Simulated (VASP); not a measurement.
A run of VASP 6.6.1:

Contents of INCAR:

```
SYSTEM = Os
  PREC = Accurate
  ENCUT = 520
  EDIFF = 1E-6
  ISMEAR = -1
  SIGMA = 0.1
  LREAL = .FALSE.
  LASPH = .TRUE.
  NELM = 80
  ALGO = Normal
  ISIF = 2
  LWAVE = .FALSE.
  LCHARG = .FALSE.
  GGA = PE
  NBANDS = 10
```

File KPOINTS:

```
regular mesh
0
G
  16 16 16
  0 0 0
```

Contents of POSCAR:

```
Os
1.0
   -1.5463272233      1.5463272233      1.5463272233
    1.5463272233     -1.5463272233      1.5463272233
    1.5463272233      1.5463272233     -1.5463272233
Os
1
Direct
    0.0000000000      0.0000000000      0.0000000000
```

Potentials or basis: VASP PAW PBE potentials, release 64 (Os).

Command:

```sh
$ cat potpaw_PBE.64/Os/POTCAR > POTCAR
$ mpirun -np 1 vasp_std > vasp.out
```

Hardware: 1 thread of AMD EPYC 7R13, on a shared host.

How long does it take, and how much memory?

Run time: 38 s on 1 thread of AMD EPYC 7R13, on a shared host, peak memory 0.11 GiB. Counts: scf iterations 12, k points 145.
